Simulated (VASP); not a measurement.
# BN (BN (110), 3 layers) in VASP: a series of runs

BN (BN (110), 3 layers) is run at these levels: LDA; tasks: single point.

Program: VASP 6.6.1. These are calculated values, not measurements. Logs are shortened: lines on timing, memory, paths and dates and some standing lists are left out, and cuts for length are marked.

**1. The cell of the first run**

The cell holds a slab with vacuum, 6 atoms: a = 2.532 Å, b = 3.581 Å, c = 18.532 Å, α = 90.00°, β = 90.00°, γ = 90.00°.

**2. Single point, LDA**

Contents of INCAR:

```
PREC = Accurate
ENCUT = 520
EDIFF = 1E-6
ISMEAR = -1
SIGMA = 0.02
LREAL = False
LASPH = True
NELM = 60
ALGO = Normal
ISIF = 2
LWAVE = False
LCHARG = True
LDIPOL = True
IDIPOL = 3
DIPOL = 0.5 0.5 0.500
LELF = True
LVHAR = True
LVACPOTAV = True
NBANDS = 21
```

Contents of KPOINTS:

```
Automatic mesh
0
Gamma
  10 7 1
```

Contents of POSCAR:

```
BN
1.0
    2.5318878315      0.0000000000      0.0000000000
    0.0000000000      3.5806301097      0.0000000000
    0.0000000000      0.0000000000     18.5319000000
B N
3 3
Direct
    0.2500000000      0.1250000000      0.4316883905
    0.7500000000      0.6250000000      0.5000000000
    0.2500000000      0.1250000000      0.5683116095
    0.7500000000      0.8750000000      0.4316883905
    0.2500000000      0.3750000000      0.5000000000
    0.7500000000      0.8750000000      0.5683116095
```

Potentials or basis: VASP PAW LDA potentials, release 64 (B, N).

Launch:

```console
$ cat potpaw_LDA.64/B/POTCAR potpaw_LDA.64/N/POTCAR > POTCAR
$ mpirun -np 1 vasp_std > vasp.out
```

OUTCAR:

```text
PREC = Accurate
   ENCUT = 520
   EDIFF = 1E-6
   ISMEAR = -1
   LREAL = False
   LASPH = True
   NELM = 60
   ISIF = 2

 ion  position               nearest neighbor table
   1  0.250  0.125  0.432-   4 1.55   4 1.55   5 1.55
   2  0.750  0.625  0.500-   5 1.55   5 1.55   6 1.55   4 1.55
   3  0.250  0.125  0.568-   6 1.55   6 1.55   5 1.55
   4  0.750  0.875  0.432-   1 1.55   1 1.55   2 1.55
   5  0.250  0.375  0.500-   2 1.55   2 1.55   3 1.55   1 1.55
   6  0.750  0.875  0.568-   3 1.55   3 1.55   2 1.55

  LATTYP: Found a simple orthorhombic cell.
 ALAT       =     2.5318878315
 B/A-ratio  =     1.4142135624
 C/A-ratio  =     7.3194000814

  Lattice vectors:

 A1 = (   2.5318878315,   0.0000000000,   0.0000000000)
 A2 = (   0.0000000000,   3.5806301097,   0.0000000000)
 A3 = (   0.0000000000,   0.0000000000,  18.5319000000)

Analysis of symmetry for initial positions (statically):
=====================================================================
 Subroutine PRICEL returns:
 Original cell was already a primitive cell.

 Routine SETGRP: Setting up the symmetry group for a
 simple orthorhombic supercell.

 Subroutine GETGRP returns: Found  4 space group operations
 (whereof  2 operations were pure point group operations)
 out of a pool of  8 trial point group operations.

The static configuration has the point symmetry C_1h.
 The point group associated with its full space group is C_2v.

Analysis of symmetry for dynamics (positions and initial velocities):
=====================================================================
 Subroutine PRICEL returns:
 Original cell was already a primitive cell.

 Routine SETGRP: Setting up the symmetry group for a
 simple orthorhombic supercell.

 Subroutine GETGRP returns: Found  4 space group operations
 (whereof  2 operations were pure point group operations)
 out of a pool of  8 trial point group operations.

The dynamic configuration has the point symmetry C_1h.
 The point group associated with its full space group is C_2v.

 Subroutine INISYM returns: Found  4 space group operations
 (whereof  2 operations are pure point group operations),
 and found     1 'primitive' translations

----------------------------------------------------------------------------------------

                                     Primitive cell

  volume of cell :     168.0056

  direct lattice vectors                    reciprocal lattice vectors
     2.531887832  0.000000000  0.000000000     0.394962205  0.000000000  0.000000000
     0.000000000  3.580630110  0.000000000     0.000000000  0.279280453  0.000000000
     0.000000000  0.000000000 18.531900000     0.000000000  0.000000000  0.053961008

  length of vectors
     2.531887832  3.580630110 18.531900000     0.394962205  0.279280453  0.053961008

  position of ions in fractional coordinates (direct lattice)
     0.250000000  0.125000000  0.431688390
     0.750000000  0.625000000  0.500000000
     0.250000000  0.125000000  0.568311610
     0.750000000  0.875000000  0.431688390
     0.250000000  0.375000000  0.500000000
     0.750000000  0.875000000  0.568311610

  ion indices of the primitive-cell ions
   primitive index   ion index
                 1           1
                 2           2
                 3           3
                 4           4
                 5           5
                 6           6

----------------------------------------------------------------------------------------

 KPOINTS: Automatic mesh

Automatic generation of k-mesh.
 Grid dimensions read from file:
 generate k-points for:   10    7    1

 Generating k-lattice:

  Cartesian coordinates                     Fractional coordinates (reciprocal lattice)
     0.039496220  0.000000000  0.000000000     0.100000000  0.000000000  0.000000000
     0.000000000  0.039897208  0.000000000     0.000000000  0.142857143  0.000000000
     0.000000000  0.000000000  0.053961008     0.000000000  0.000000000  1.000000000

  Length of vectors
     0.039496220  0.039897208  0.053961008

  Shift w.r.t. Gamma in fractional coordinates (k-lattice)
     0.000000000  0.000000000  0.000000000

 Subroutine IBZKPT returns following result:
 ===========================================

 Found     24 irreducible k-points:

 Following reciprocal coordinates:
            Coordinates               Weight
  0.000000  0.000000  0.000000      1.000000
  0.100000  0.000000  0.000000      2.000000
  0.200000  0.000000  0.000000      2.000000
  0.300000  0.000000  0.000000      2.000000
  0.400000  0.000000  0.000000      2.000000
  0.500000  0.000000  0.000000      1.000000
[... 16 lines left out ...]
  0.400000  0.428571  0.000000      4.000000
  0.500000  0.428571  0.000000      2.000000
   k-points           NKPTS =     24   k-points in BZ     NKDIM =     24   number of bands    NBANDS=     21
   number of dos      NEDOS =    301   number of ions     NIONS =      6
   total plane-waves  NPLWV =  78400
   dimension x,y,z NGX =    20 NGY =   28 NGZ =  140
   dimension x,y,z NGXF=    40 NGYF=   56 NGZF=  280
   ions per type =               3   3
   NGX,Y,Z   is equivalent  to a cutoff of  13.13, 13.00, 12.56 a.u.
   NGXF,Y,Z  is equivalent  to a cutoff of  26.26, 26.00, 25.12 a.u.
 SYSTEM =  unknown system
   PREC   = accura    normal or accurate (medium, high low for compatibility)
   ISTART =      0    job   : 0-new  1-cont  2-samecut
   ICHARG =      2    charge: 1-file 2-atom 10-const
   ISPIN  =      1    spin polarized calculation?
   LNONCOLLINEAR =      F non collinear calculations
   LSORBIT =      F    spin-orbit coupling
   LASPH  =      T    aspherical Exc in radial PAW
   ENCUT  =  520.0 eV  38.22 Ry    6.18 a.u.   4.71  6.66 34.46*2*pi/ulx,y,z
   NELM   =     60;   NELMIN=  2; NELMDL= -5     # of ELM steps
   EDIFF  = 0.1E-05   stopping-criterion for ELM
   LREAL  =      F    real-space projection
   EDIFFG = 0.1E-04   stopping-criterion for IOM
   NSW    =      0    number of steps for IOM
   IBRION =     -1    ionic relax: 0-MD 1-quasi-New 2-CG
   NFREE  =      0    steps in history (QN), initial steepest desc. (CG)
   ISIF   =      2    stress and relaxation
   ISYM   =      2    0-nonsym 1-usesym 2-fastsym
   POTIM  = 0.5000    time-step for ionic-motion
   TEBEG  =    0.0;   TEEND  =   0.0 temperature during run
   PSTRESS=    0.0 pullay stress
   NELECT =      24.0000    total number of electrons
   NUPDOWN=      -1.0000    fix difference up-down
   EMIN   =  10.00;   EMAX   =-10.00  energy-range for DOS
   EFERMI =   0.00;   METHOD = LEGACY
   ISMEAR =    -1;   SIGMA  =   0.02  broadening in eV -4-tet -1-fermi 0-gaus
   EFERMI_NEDOS =   21; number of points for ismear=-14 and -15
   IALGO  =     38    algorithm
   IMIX   =      4    mixing-type and parameters
     AMIX     =   0.40;   BMIX     =  1.00
     AMIX_MAG =   1.60;   BMIX_MAG =  1.00
  volume/ion in A,a.u.               =      28.00       188.96
  Fermi-wavevector in a.u.,A,eV,Ry     =   0.855797  1.617221  9.964744  0.732388
  Thomas-Fermi vector in A             =   1.972601
   LORBIT       =      0    0 simple, 1 ext, 2 COOP (PROOUT), +10 PAW based schemes
   GGA     = CA    functional components
   LHFCALC =     F    Hartree Fock is set to
   AEXX    =    0.0000 exact exchange contribution
   IVDW    =     0    specifies the selected vdW correction
   LEPSILON=     F    determine dielectric tensor
   LRPA    =     F    only Hartree local field effects (RPA)
 non-spin polarized calculation
  energy-cutoff  :      520.00
  volume of cell :      168.01
 maximum number of plane-waves:      4554
 NGX is ok and might be reduce to    20
   NGX =  9   NGY = 13   NGZ = 69

 number of electron      23.9999998 magnetization

 dipolmoment           0.000000      0.000000     -0.000000 electrons x Angstroem

 Free energy of the ion-electron system (eV)
  ---------------------------------------------------
  ext. energy  EPLUGINS =         0.00000000
  ---------------------------------------------------
  free energy    TOTEN  =       -52.18556179 eV

  energy without entropy =      -52.18556179  energy(sigma->0) =      -52.18556179

 E-fermi :  -2.4274     XC(G=0):  -3.8263

 val. band max:       -2.7760998425   @ k =   0.5000   0.0000   0.0000
 cond. band min:      -2.0897846169   @ k =   0.5000   0.0000   0.0000
 fundamental gap:      0.6863152256
 Fermi energy:        -2.4273599603

 k-point     1 :       0.0000    0.0000    0.0000
  band No.  band energies     occupation
      1     -22.3973      2.00000
      2     -18.6898      2.00000
      3     -17.3265      2.00000
      4     -11.3607      2.00000
      5      -9.9450      2.00000
      6      -9.0381      2.00000
[... 13 lines left out ...]
     20       5.9860      0.00000
     21       6.3459      0.00000

 k-point     2 :       0.1000    0.0000    0.0000
  band No.  band energies     occupation
      1     -22.2386      2.00000
      2     -18.5532      2.00000
      3     -17.2573      2.00000
      4     -11.2457      2.00000
      5      -9.8542      2.00000
      6      -8.9006      2.00000
[... 13 lines left out ...]
     20       5.6880      0.00000
     21       6.4000      0.00000

 k-point     3 :       0.2000    0.0000    0.0000
  band No.  band energies     occupation
      1     -21.7696      2.00000
      2     -18.1592      2.00000
      3     -17.1146      2.00000
      4     -10.9235      2.00000
      5      -9.6748      2.00000
      6      -9.5679      2.00000
[... 13 lines left out ...]
     20       6.1097      0.00000
     21       6.1908      0.00000
[... 457 lines left out ...]
 k-point    23 :       0.4000    0.4286    0.0000
  band No.  band energies     occupation
      1     -19.2483      2.00000
      2     -17.9516      2.00000
      3     -16.6116      2.00000
      4     -12.6468      2.00000
      5     -12.0304      2.00000
      6     -10.3309      2.00000
[... 13 lines left out ...]
     20       8.2033      0.00000
     21       8.4360      0.00000

 k-point    24 :       0.5000    0.4286    0.0000
  band No.  band energies     occupation
      1     -18.8925      2.00000
      2     -17.6818      2.00000
      3     -16.3536      2.00000
      4     -12.9023      2.00000
      5     -12.8874      2.00000
      6     -10.4156      2.00000
[... 13 lines left out ...]
     20       8.4927      0.00000
     21       9.1616      0.00000

------------------------ aborting loop because EDIFF is reached ----------------------------------------

  FORCE on cell =-STRESS in cart. coord.  units (eV):
  Direction    XX          YY          ZZ          XY          YZ          ZX
  --------------------------------------------------------------------------------------
  -------------------------------------------------------------------------------------
  Total       -5.8475352     -9.0370750     -3.1013161      0.0000000      0.0000000      0.0000000
  in kB      -55.7647243    -86.1816095    -29.5755445      0.0000000      0.0000000      0.0000000
  external PRESSURE =     -57.1739594 kB  Pullay stress =       0.0000000 kB

 VOLUME and BASIS-vectors are now :
 -----------------------------------------------------------------------------
  energy-cutoff  :      520.00
  volume of cell :      168.01
      direct lattice vectors                 reciprocal lattice vectors
     2.531887832  0.000000000  0.000000000     0.394962205  0.000000000  0.000000000
     0.000000000  3.580630110  0.000000000     0.000000000  0.279280453  0.000000000
     0.000000000  0.000000000 18.531900000     0.000000000  0.000000000  0.053961008

 POSITION                                       TOTAL-FORCE (eV/Angst)
 -----------------------------------------------------------------------------------
      0.63297      0.44758      8.00001         0.000000     -5.176340      3.250236
      1.89892      2.23789      9.26595         0.000000      0.682956      0.000000
      0.63297      0.44758     10.53189         0.000000     -5.176340     -3.250236
      1.89892      3.13305      8.00001         0.000000      3.904831     -2.045138
      0.63297      1.34274      9.26595         0.000000      1.860064      0.000000
      1.89892      3.13305     10.53189         0.000000      3.904831      2.045138
 -----------------------------------------------------------------------------------
    total drift:                                0.000000      0.000068     -0.000000

  FREE ENERGIE OF THE ION-ELECTRON SYSTEM (eV)
  ---------------------------------------------------
  free  energy   TOTEN  =       -52.1855617927 eV

  energy  without entropy=      -52.1855617918  energy(sigma->0) =      -52.18556179

 vacuum level on the upper side and lower side of the slab         2.919         2.919
```

Wall time 68 s (1 thread of AMD EPYC 9R45 (Zen 5), shared host); peak memory 0.21 GiB.

What came out:

| Quantity | Value |
| --- | --- |
| Free energy | -52.1856 eV |
| Largest force | 6.112 eV/Å |
| Band gap on the k mesh | 0.69 eV, direct |

Forces on the atoms (eV/Å):
```
B    0.000 -5.176  3.250
B    0.000  0.683  0.000
B    0.000 -5.176 -3.250
N    0.000  3.905 -2.045
N    0.000  1.860  0.000
N    0.000  3.905  2.045
```

**3. Single point, LDA**

Contents of INCAR:

```
PREC = Accurate ; ENCUT = 520
EDIFF = 1E-6 ; ISMEAR = -1
SIGMA = 0.02 ; LREAL = F
LASPH = T ; NELM = 100
ALGO = Normal ; ISIF = 2
LWAVE = F ; LCHARG = F
LDIPOL = T ; IDIPOL = 3
DIPOL = 0.5 0.5 0.500 ; NBANDS = 21
```

Contents of KPOINTS:

```
regular mesh
0
Gamma
  10 7 1
```

Contents of POSCAR:

```
BN
1.0
    2.5318878315      0.0000000000      0.0000000000
    0.0000000000      3.5806301097      0.0000000000
    0.0000000000      0.0000000000     18.5319000000
B N
3 3
Direct
    0.2500000000      0.0856381718      0.4407069770
    0.7500000000      0.6340962617      0.4999999715
    0.2500000000      0.0856382613      0.5592929582
    0.7500000000      0.9006063549      0.4304155016
    0.2500000000      0.3934143713      0.5000000273
    0.7500000000      0.9006065790      0.5695845645
```

Potentials or basis: VASP PAW LDA potentials, release 64 (B, N).

Launch:

```console
$ cat potpaw_LDA.64/B/POTCAR potpaw_LDA.64/N/POTCAR > POTCAR
$ mpirun -np 1 vasp_std > vasp.out
```

It took 67 s on 1 thread of AMD EPYC 9R45 (Zen 5), shared host; peak memory 0.21 GiB.

The run converged. Its results:

```yaml
Free_energy: -54.0039 eV
Largest_force: 0.043 eV/Å
Band_gap_on_the_k_mesh: 0.42 eV, indirect (least direct gap 0.52 eV)
```

Forces in eV/Å, atoms in the order of the input:
```
B    0.000  0.011 -0.042
B    0.000 -0.024  0.000
B    0.000  0.011  0.042
N    0.000 -0.007 -0.018
N    0.000  0.016  0.000
N    0.000 -0.007  0.018
```

Levels at points of the mesh, in eV from the valence-band top:
```tsv
k point	band 10	band 11	band 12	band 13	band 14	band 15
(0.00, 0.00, 0.00)	-1.78	-1.69	-0.45	3.55	5.32	5.68
(0.50, 0.00, 0.00)	-3.66	-1.97	-0.09	0.42	4.26	6.75
```

[end of part 1 of 2]
